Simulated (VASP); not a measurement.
# Mo (P6_3/mmc) in VASP: notebook

Runs on Mo. Level: LDA. Tasks: single point.

Everything below comes from runs of VASP 6.6.1. Logs are shortened: lines on timing, memory, paths and dates and some standing lists are left out, and cuts for length are marked.

### 1 The cell of the first run

The structure is hexagonal, space group P6_3/mmc (No. 194). The conventional cell has a = 2.606 Å, b = 2.606 Å, c = 4.585 Å, α = 90.00°, β = 90.00°, γ = 120.00°. Mo (site symmetry -6m2) has 12 Mo at 2.61 to 2.74 Å within 3.4 Å.

### 2 Single point, LDA (volume scaled by 0.88)

Input file INCAR:

```
ALGO     = Normal         # electronic algorithm
EDIFF    = 1E-6           # SCF threshold, eV
ENCUT    = 520            # plane-wave cutoff, eV
GGA      = CA             # functional
ISIF     = 2              # what is computed and relaxed
ISMEAR   = -1             # smearing method
LASPH    = T              # aspherical terms in the spheres
LCHARG   = F              # write CHGCAR
LREAL    = F              # projectors in reciprocal space
LWAVE    = F              # write WAVECAR
NBANDS   = 21             # bands
NELM     = 80             # most SCF steps
PREC     = Accurate       # precision mode
SIGMA    = 0.1            # smearing width, eV
```

Input file KPOINTS:

```
k-points
0
Gamma
  15 15 8
```

Input file POSCAR:

```
Mo
1.0
    2.6058984120      0.0000000000      0.0000000000
   -1.3029492060      2.2567742245      0.0000000000
    0.0000000000      0.0000000000      4.5848736760
Mo
2
Direct
    0.3333333333      0.6666666667      0.2500000000
    0.6666666667      0.3333333333      0.7500000000
```

Potentials or basis: VASP PAW LDA potentials, release 64 (Mo_sv).

On the command line:

```bash
$ cat potpaw_LDA.64/Mo_sv/POTCAR > POTCAR
$ mpirun -np 1 vasp_std > vasp.out
```

OUTCAR:

```text
EDIFF = 1E-6
   ENCUT = 520
   GGA = CA
   ISIF = 2
   ISMEAR = -1
   LASPH = T
   LREAL = F
   NELM = 80
   PREC = Accurate

 ion  position               nearest neighbor table
   1  0.333  0.667  0.250-   2 2.74   2 2.74   2 2.74   2 2.74   2 2.74   2 2.74
   2  0.667  0.333  0.750-   1 2.74   1 2.74   1 2.74   1 2.74   1 2.74   1 2.74

  LATTYP: Found a hexagonal cell.
 ALAT       =     2.6058984120
 C/A-ratio  =     1.7594214935

  Lattice vectors:

 A1 = (   2.6058984120,   0.0000000000,   0.0000000000)
 A2 = (  -1.3029492060,   2.2567742245,   0.0000000000)
 A3 = (   0.0000000000,   0.0000000000,   4.5848736760)

Analysis of symmetry for initial positions (statically):
=====================================================================
 Subroutine PRICEL returns:
 Original cell was already a primitive cell.

 Routine SETGRP: Setting up the symmetry group for a
 hexagonal supercell.

 Subroutine GETGRP returns: Found 24 space group operations
 (whereof 12 operations were pure point group operations)
 out of a pool of 24 trial point group operations.

The static configuration has the point symmetry D_3d.
 The point group associated with its full space group is D_6h.

Analysis of symmetry for dynamics (positions and initial velocities):
=====================================================================
 Subroutine PRICEL returns:
 Original cell was already a primitive cell.

 Routine SETGRP: Setting up the symmetry group for a
 hexagonal supercell.

 Subroutine GETGRP returns: Found 24 space group operations
 (whereof 12 operations were pure point group operations)
 out of a pool of 24 trial point group operations.

The dynamic configuration has the point symmetry D_3d.
 The point group associated with its full space group is D_6h.

 Subroutine INISYM returns: Found 24 space group operations
 (whereof 12 operations are pure point group operations),
 and found     1 'primitive' translations

----------------------------------------------------------------------------------------

                                     Primitive cell

  volume of cell :      26.9633

  direct lattice vectors                    reciprocal lattice vectors
     2.605898412  0.000000000  0.000000000     0.383744813  0.221555171  0.000000000
    -1.302949206  2.256774224  0.000000000     0.000000000  0.443110343  0.000000000
     0.000000000  0.000000000  4.584873676     0.000000000  0.000000000  0.218108517

[... 79 lines left out ...]
   LSORBIT =      F    spin-orbit coupling
   LASPH  =      T    aspherical Exc in radial PAW
   ENCUT  =  520.0 eV  38.22 Ry    6.18 a.u.   4.85  4.85  8.52*2*pi/ulx,y,z
   NELM   =     80;   NELMIN=  2; NELMDL= -5     # of ELM steps
   EDIFF  = 0.1E-05   stopping-criterion for ELM
   LREAL  =      F    real-space projection
   EDIFFG = 0.1E-04   stopping-criterion for IOM
   NSW    =      0    number of steps for IOM
   IBRION =     -1    ionic relax: 0-MD 1-quasi-New 2-CG
   NFREE  =      0    steps in history (QN), initial steepest desc. (CG)
   ISIF   =      2    stress and relaxation
   ISYM   =      2    0-nonsym 1-usesym 2-fastsym
   POTIM  = 0.5000    time-step for ionic-motion
   TEBEG  =    0.0;   TEEND  =   0.0 temperature during run
   PSTRESS=    0.0 pullay stress
   NELECT =      28.0000    total number of electrons
   NUPDOWN=      -1.0000    fix difference up-down
   EMIN   =  10.00;   EMAX   =-10.00  energy-range for DOS
   EFERMI =   0.00;   METHOD = LEGACY
   ISMEAR =    -1;   SIGMA  =   0.10  broadening in eV -4-tet -1-fermi 0-gaus
   EFERMI_NEDOS =   21; number of points for ismear=-14 and -15
   IALGO  =     38    algorithm
   IMIX   =      4    mixing-type and parameters
     AMIX     =   0.40;   BMIX     =  1.00
     AMIX_MAG =   1.60;   BMIX_MAG =  1.00
  volume/ion in A,a.u.               =      13.48        90.98
  Fermi-wavevector in a.u.,A,eV,Ry     =   1.657817  3.132819 37.393658  2.748356
  Thomas-Fermi vector in A             =   2.745504
   LORBIT       =      0    0 simple, 1 ext, 2 COOP (PROOUT), +10 PAW based schemes
   GGA     = CA    functional components
   LHFCALC =     F    Hartree Fock is set to
   AEXX    =    0.0000 exact exchange contribution
   IVDW    =     0    specifies the selected vdW correction
   LEPSILON=     F    determine dielectric tensor
   LRPA    =     F    only Hartree local field effects (RPA)
 non-spin polarized calculation
  energy-cutoff  :      520.00
  volume of cell :       26.96
 maximum number of plane-waves:       741
 NGX is ok and might be reduce to    20
   NGX =  9   NGY =  9   NGZ = 17

 number of electron      27.9999999 magnetization

 Free energy of the ion-electron system (eV)
  ---------------------------------------------------
  ext. energy  EPLUGINS =         0.00000000
  ---------------------------------------------------
  free energy    TOTEN  =       -22.91916542 eV

  energy without entropy =      -22.84234188  energy(sigma->0) =      -22.88075365

 E-fermi :  14.6566     XC(G=0): -14.4250

 val. band max:       14.6509443140   @ k =   0.0667   0.0667   0.2500
 cond. band min:      14.6581949914   @ k =   0.2667   0.0000   0.2500
 fundamental gap:      0.0072506774
 Fermi energy:        14.6565538145

 k-point     1 :       0.0000    0.0000    0.0000
  band No.  band energies     occupation
      1     -45.8924      2.00000
      2     -45.5483      2.00000
      3     -21.0316      2.00000
      4     -19.1060      2.00000
      5     -18.9666      2.00000
      6     -18.9666      2.00000
[... 565 lines left out ...]
     20      25.2615      0.00000
     21      26.4982      0.00000

 [... further k-points ...]

------------------------ aborting loop because EDIFF is reached ----------------------------------------

  FORCE on cell =-STRESS in cart. coord.  units (eV):
  Direction    XX          YY          ZZ          XY          YZ          ZX
  --------------------------------------------------------------------------------------
  -------------------------------------------------------------------------------------
  Total        8.1630727      8.1630727      6.9710078      0.0000000      0.0000000     -0.0000000
  in kB      485.0553262    485.0553262    414.2220206      0.0000000      0.0000000     -0.0000000
  external PRESSURE =     461.4442243 kB  Pullay stress =       0.0000000 kB

 VOLUME and BASIS-vectors are now :
 -----------------------------------------------------------------------------
  energy-cutoff  :      520.00
  volume of cell :       26.96
      direct lattice vectors                 reciprocal lattice vectors
     2.605898412  0.000000000  0.000000000     0.383744813  0.221555171  0.000000000
    -1.302949206  2.256774224  0.000000000     0.000000000  0.443110343  0.000000000
     0.000000000  0.000000000  4.584873676     0.000000000  0.000000000  0.218108517

 POSITION                                       TOTAL-FORCE (eV/Angst)
 -----------------------------------------------------------------------------------
     -0.00000      1.50452      1.14622         0.000000     -0.000000      0.000000
      1.30295      0.75226      3.43866        -0.000000      0.000000      0.000000
 -----------------------------------------------------------------------------------
    total drift:                               -0.000000      0.000000     -0.000000

  FREE ENERGIE OF THE ION-ELECTRON SYSTEM (eV)
  ---------------------------------------------------
  free  energy   TOTEN  =       -22.9191654176 eV

  energy  without entropy=      -22.8423418789  energy(sigma->0) =      -22.88075365
```

OSZICAR:

```text
N       E                     dE             d eps       ncg     rms          rms(c)
DAV:   1     0.314304195743E+03    0.31430E+03   -0.17727E+04  5678   0.145E+03
DAV:   2    -0.170225819907E+02   -0.33133E+03   -0.32312E+03  6245   0.467E+02
DAV:   3    -0.239459003623E+02   -0.69233E+01   -0.68467E+01  6373   0.730E+01
DAV:   4    -0.239756363291E+02   -0.29736E-01   -0.29641E-01  6260   0.499E+00
DAV:   5    -0.239758474214E+02   -0.21109E-03   -0.21109E-03  6445   0.393E-01    0.301E+01
DAV:   6    -0.230884898943E+02    0.88736E+00   -0.14205E+00  6135   0.112E+01    0.106E+01
DAV:   7    -0.229283005122E+02    0.16019E+00   -0.39397E-01  6445   0.537E+00    0.101E+00
DAV:   8    -0.229190948630E+02    0.92056E-02   -0.11154E-02  5905   0.107E+00    0.211E-01
DAV:   9    -0.229191425475E+02   -0.47685E-04   -0.22598E-04  6915   0.151E-01    0.961E-02
DAV:  10    -0.229191642358E+02   -0.21688E-04   -0.22839E-05  6210   0.437E-02    0.197E-02
DAV:  11    -0.229191653790E+02   -0.11432E-05   -0.69809E-07  4137   0.751E-03    0.388E-03
DAV:  12    -0.229191654176E+02   -0.38536E-07   -0.98942E-08  3230   0.323E-03
   1 F= -.22919165E+02 E0= -.22880754E+02  d E =-.768235E-01
```

Run time: 45 s. Hardware: 1 thread of Intel Xeon Platinum 8488C (Sapphire Rapids), shared host; peak memory 0.17 GiB.

Results:

| Item | Value |
| --- | --- |
| Free energy | -22.9192 eV |
| Pressure | 46.1 GPa |
| Band gap on the k mesh | zero (band 14 reaches 16.21 eV, above the bottom of band 15 at 13.72 eV) |

Stress tensor (GPa, compression positive):
```
48.51  0.00  0.00
 0.00 48.51  0.00
 0.00  0.00 41.42
```

### 3 Single point, LDA (volume scaled by 0.92)

Input file INCAR:

```
PREC = Accurate
ENCUT = 520
EDIFF = 1E-7
ISMEAR = -1
SIGMA = 0.1
LREAL = F
LASPH = T
NELM = 100
ALGO = Normal
ISIF = 2
LWAVE = F
LCHARG = F
GGA = CA
NBANDS = 21
```

Input file KPOINTS:

```
regular mesh
0
Gamma
  15 15 8
```

Input file POSCAR:

```
Mo
1.0
    2.6447981531      0.0000000000      0.0000000000
   -1.3223990766      2.2904623885      0.0000000000
    0.0000000000      0.0000000000      4.6533147166
Mo
2
Direct
    0.3333333333      0.6666666667      0.2500000000
    0.6666666667      0.3333333333      0.7500000000
```

Potentials or basis: VASP PAW LDA potentials, release 64 (Mo_sv).

On the command line:

```bash
$ cat potpaw_LDA.64/Mo_sv/POTCAR > POTCAR
$ mpirun -np 1 vasp_std > vasp.out
```

Run time: 41 s. Hardware: 1 thread of Intel Xeon Platinum 8488C (Sapphire Rapids), shared host; peak memory 0.17 GiB.

The run converged. Its results:

```
Free energy            : -23.2018 eV
Pressure               : 28.1 GPa
Band gap on the k mesh : zero (band 14 reaches 15.31 eV, above the bottom of band 15 at 13.02 eV)
```

Stress tensor (GPa, compression positive):
```
29.48  0.00  0.00
 0.00 29.48  0.00
 0.00  0.00 25.37
```

Levels at points of the mesh, in eV from the Fermi level:
| k point | band 10 | band 11 | band 12 | band 13 | band 14 | band 15 | band 16 | band 17 | band 18 | band 19 |
| --- | --- | --- | --- | --- | --- | --- | --- | --- | --- | --- |
| (0.00, 0.00, 0.00) | -5.31 | -1.99 | -0.87 | -0.87 | -0.24 | -0.24 | 1.22 | 1.57 | 1.57 | 3.98 |
| (0.00, 0.00, 0.50) | -5.34 | -2.04 | -2.04 | -0.84 | -0.84 | -0.84 | -0.84 | 3.20 | 3.20 | 3.20 |

### 4 Single point, LDA (volume scaled by 0.96)

Input file INCAR:

```
SYSTEM = Mo
PREC = Accurate
ENCUT = 520
EDIFF = 1E-6
ISMEAR = -1
SIGMA = 0.1
LREAL = .False.
LASPH = .True.
NELM = 100
ALGO = Normal
ISIF = 2
LWAVE = .False.
LCHARG = .False.
GGA = CA
NBANDS = 21
```

Input file KPOINTS:

```
Automatic mesh
0
Gamma
  15 15 8
  0 0 0
```

Input file POSCAR:

```
Mo
1.0
    2.6825860892      0.0000000000      0.0000000000
   -1.3412930446      2.3231877011      0.0000000000
    0.0000000000      0.0000000000      4.7197996236
Mo
2
Direct
    0.3333333333      0.6666666667      0.2500000000
    0.6666666667      0.3333333333      0.7500000000
```

Potentials or basis: VASP PAW LDA potentials, release 64 (Mo_sv).

On the command line:

```bash
$ cat potpaw_LDA.64/Mo_sv/POTCAR > POTCAR
$ mpirun -np 1 vasp_std > vasp.out
```

OUTCAR:

```text
SYSTEM = Mo
   PREC = Accurate
   ENCUT = 520
   EDIFF = 1E-6
   ISMEAR = -1
   LREAL = .False.
   LASPH = .True.
   NELM = 100
   ISIF = 2
   GGA = CA

 ion  position               nearest neighbor table
   1  0.333  0.667  0.250-   2 2.82   2 2.82   2 2.82   2 2.82   2 2.82   2 2.82
   2  0.667  0.333  0.750-   1 2.82   1 2.82   1 2.82   1 2.82   1 2.82   1 2.82

  LATTYP: Found a hexagonal cell.
 ALAT       =     2.6825860892
 C/A-ratio  =     1.7594214935

  Lattice vectors:

 A1 = (   2.6825860892,   0.0000000000,   0.0000000000)
 A2 = (  -1.3412930446,   2.3231877011,   0.0000000000)
 A3 = (   0.0000000000,   0.0000000000,   4.7197996236)

Analysis of symmetry for initial positions (statically):
=====================================================================
 Subroutine PRICEL returns:
 Original cell was already a primitive cell.

 Routine SETGRP: Setting up the symmetry group for a
 hexagonal supercell.

 Subroutine GETGRP returns: Found 24 space group operations
 (whereof 12 operations were pure point group operations)
 out of a pool of 24 trial point group operations.

The static configuration has the point symmetry D_3d.
 The point group associated with its full space group is D_6h.

Analysis of symmetry for dynamics (positions and initial velocities):
=====================================================================
 Subroutine PRICEL returns:
 Original cell was already a primitive cell.

 Routine SETGRP: Setting up the symmetry group for a
 hexagonal supercell.

 Subroutine GETGRP returns: Found 24 space group operations
 (whereof 12 operations were pure point group operations)
 out of a pool of 24 trial point group operations.

The dynamic configuration has the point symmetry D_3d.
 The point group associated with its full space group is D_6h.

 Subroutine INISYM returns: Found 24 space group operations
[... 104 lines left out ...]
   ISYM   =      2    0-nonsym 1-usesym 2-fastsym
   POTIM  = 0.5000    time-step for ionic-motion
   TEBEG  =    0.0;   TEEND  =   0.0 temperature during run
   PSTRESS=    0.0 pullay stress
   NELECT =      28.0000    total number of electrons
   NUPDOWN=      -1.0000    fix difference up-down
   EMIN   =  10.00;   EMAX   =-10.00  energy-range for DOS
   EFERMI =   0.00;   METHOD = LEGACY
   ISMEAR =    -1;   SIGMA  =   0.10  broadening in eV -4-tet -1-fermi 0-gaus
   EFERMI_NEDOS =   21; number of points for ismear=-14 and -15
   IALGO  =     38    algorithm
   IMIX   =      4    mixing-type and parameters
     AMIX     =   0.40;   BMIX     =  1.00
     AMIX_MAG =   1.60;   BMIX_MAG =  1.00
  volume/ion in A,a.u.               =      14.71        99.25
  Fermi-wavevector in a.u.,A,eV,Ry     =   1.610424  3.043261 35.286256  2.593467
  Thomas-Fermi vector in A             =   2.705977
   LORBIT       =      0    0 simple, 1 ext, 2 COOP (PROOUT), +10 PAW based schemes
   GGA     = CA    functional components
   LHFCALC =     F    Hartree Fock is set to
   AEXX    =    0.0000 exact exchange contribution
   IVDW    =     0    specifies the selected vdW correction
   LEPSILON=     F    determine dielectric tensor
   LRPA    =     F    only Hartree local field effects (RPA)
 non-spin polarized calculation
  energy-cutoff  :      520.00
  volume of cell :       29.41
 maximum number of plane-waves:       825
 NGX is ok and might be reduce to    20
   NGX =  9   NGY =  9   NGZ = 17

 number of electron      28.0000004 magnetization

 Free energy of the ion-electron system (eV)
  ---------------------------------------------------
  ext. energy  EPLUGINS =         0.00000000
  ---------------------------------------------------
  free energy    TOTEN  =       -23.35922719 eV

  energy without entropy =      -23.27843588  energy(sigma->0) =      -23.31883153

 E-fermi :  13.1315     XC(G=0): -13.9251

 val. band max:       13.1284220670   @ k =   0.4667  -0.0000   0.0000
 cond. band min:      13.1367046375   @ k =   0.1333  -0.0000   0.3750
 fundamental gap:      0.0082825705
 Fermi energy:        13.1314649616

 k-point     1 :       0.0000    0.0000    0.0000
  band No.  band energies     occupation
      1     -47.3473      2.00000
      2     -47.1046      2.00000
      3     -22.2845      2.00000
      4     -20.8195      2.00000
      5     -20.6872      2.00000
      6     -20.6872      2.00000
[... 565 lines left out ...]
     20      22.7119      0.00000
     21      24.2234      0.00000

 [... further k-points ...]
[... 5 lines left out ...]
  --------------------------------------------------------------------------------------
  -------------------------------------------------------------------------------------
  Total        2.5532516      2.5532516      2.2302539      0.0000000      0.0000000     -0.0000000
  in kB      139.0729498    139.0729498    121.4795997      0.0000000      0.0000000     -0.0000000
  external PRESSURE =     133.2084998 kB  Pullay stress =       0.0000000 kB

 VOLUME and BASIS-vectors are now :
 -----------------------------------------------------------------------------
  energy-cutoff  :      520.00
  volume of cell :       29.41
      direct lattice vectors                 reciprocal lattice vectors
     2.682586089  0.000000000  0.000000000     0.372774616  0.215221525  0.000000000
    -1.341293045  2.323187701  0.000000000     0.000000000  0.430443050  0.000000000
     0.000000000  0.000000000  4.719799624     0.000000000  0.000000000  0.211873401

 POSITION                                       TOTAL-FORCE (eV/Angst)
 -----------------------------------------------------------------------------------
     -0.00000      1.54879      1.17995         0.000000      0.000000      0.000000
      1.34129      0.77440      3.53985        -0.000000     -0.000000      0.000000
 -----------------------------------------------------------------------------------
    total drift:                               -0.000000      0.000000     -0.000000

  FREE ENERGIE OF THE ION-ELECTRON SYSTEM (eV)
  ---------------------------------------------------
  free  energy   TOTEN  =       -23.3592271871 eV

  energy  without entropy=      -23.2784358759  energy(sigma->0) =      -23.31883153
```

OSZICAR:

```text
N       E                     dE             d eps       ncg     rms          rms(c)
DAV:   1     0.310077395161E+03    0.31008E+03   -0.17551E+04  5678   0.142E+03
DAV:   2    -0.174634000794E+02   -0.32754E+03   -0.31976E+03  6175   0.462E+02
DAV:   3    -0.245344309692E+02   -0.70710E+01   -0.69554E+01  6432   0.719E+01
DAV:   4    -0.245685116403E+02   -0.34081E-01   -0.34059E-01  6155   0.507E+00
DAV:   5    -0.245687269219E+02   -0.21528E-03   -0.21528E-03  6518   0.398E-01    0.246E+01
DAV:   6    -0.235338400214E+02    0.10349E+01   -0.18191E+00  6115   0.122E+01    0.733E+00
DAV:   7    -0.233708776874E+02    0.16296E+00   -0.39210E-01  6470   0.513E+00    0.996E-01
DAV:   8    -0.233592377669E+02    0.11640E-01   -0.11251E-02  6010   0.986E-01    0.255E-01
DAV:   9    -0.233592042867E+02    0.33480E-04   -0.30948E-04  7083   0.175E-01    0.103E-01
DAV:  10    -0.233592256254E+02   -0.21339E-04   -0.20214E-05  6215   0.402E-02    0.216E-02
DAV:  11    -0.233592270888E+02   -0.14635E-05   -0.11944E-06  4220   0.983E-03    0.557E-03
DAV:  12    -0.233592271871E+02   -0.98243E-07   -0.76704E-08  3170   0.256E-03
   1 F= -.23359227E+02 E0= -.23318832E+02  d E =-.807913E-01
```

It took 52 s on 1 thread of Intel Xeon Platinum 8488C (Sapphire Rapids), shared host; peak memory 0.18 GiB.

Results:

```yaml
Free_energy: -23.3592 eV
Pressure: 13.3 GPa
Band_gap_on_the_k_mesh: zero (band 14 reaches 14.49 eV, above the bottom of band 15 at 12.37 eV)
```

Levels at points of the mesh, in eV from the Fermi level:
```csv
k point,band 11,band 12,band 13,band 14,band 15,band 16,band 17,band 18
"(0.00, 0.00, 0.00)",-1.85,-0.79,-0.79,-0.20,-0.20,1.05,1.51,1.51
"(0.00, 0.00, 0.50)",-1.97,-1.97,-0.76,-0.76,-0.76,-0.76,3.04,3.04
```

(Continued in part 2 of 2.)
